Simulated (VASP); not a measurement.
Hg2SeO: single point with r2SCAN

Hg2SeO:

```xyz
4
Lattice="4.0756 0.0000 0.0000 0.0000 4.0756 0.0000 0.0000 0.0000 5.5109" Properties=species:S:1:pos:R:3 pbc="T T T"
O     0.0000    0.0000    0.0000
Hg    0.0000    2.0378    4.4367
Hg    2.0378    0.0000    1.0741
Se    2.0378    2.0378    2.7554
```

| Property | Result |
| --- | --- |
| Program | VASP 6.6.1 |
| Task | single point |
| Functional | r2SCAN |
| Potentials or basis | VASP PAW PBE potentials, release 64 (O, Hg, Se) |
| Cutoff | 660 eV |
| k mesh | 4 × 4 × 4 |
| Occupations | fermi-dirac, width 0.02 eV |
| Spin | no spin polarisation |

The pressure is 0.7 GPa and the largest force is 0.044 eV/Å. The band gap on the k mesh is zero (filled and empty bands touch).

Forces on the atoms (eV/Å):
```
O    0.000  0.000  0.000
Hg   0.000  0.000 -0.044
Hg   0.000  0.000  0.044
Se   0.000  0.000  0.000
```

Stress tensor (GPa, compression positive):
```
0.79 0.00 0.00
0.00 0.79 0.00
0.00 0.00 0.46
```

Levels at points of the mesh, in eV from the Fermi level:
```tsv
k point	band 16	band 17	band 18	band 19	band 20	band 21
(0.00, 0.00, 0.00)	-1.48	-0.17	0.00	0.00	4.00	4.49
(0.50, 0.00, 0.00)	-1.77	-1.55	-0.25	2.54	2.55	5.40
(0.50, 0.50, 0.00)	-1.89	-1.89	-1.47	3.46	3.83	3.83
(0.00, 0.00, 0.50)	-1.82	-0.38	-0.38	2.10	2.40	5.32
(0.50, 0.00, 0.50)	-1.01	-0.81	-0.23	0.74	3.07	5.62
(0.50, 0.50, 0.50)	-2.71	-1.94	-1.94	3.53	3.53	5.39
```

It took 110 s on 1 thread of AMD EPYC 9R45 96-Core Processor (Zen 5), with other jobs on the host, peak memory 0.26 GiB.

Caveat: the k points lie up to 0.39 Å⁻¹ apart; semilocal functionals underestimate gaps, so a narrow gap can read as zero; the PAW data sets were made with another functional, which shifts forces and pressure a little; spin-orbit coupling is left out, which moves the levels of the heavy elements.
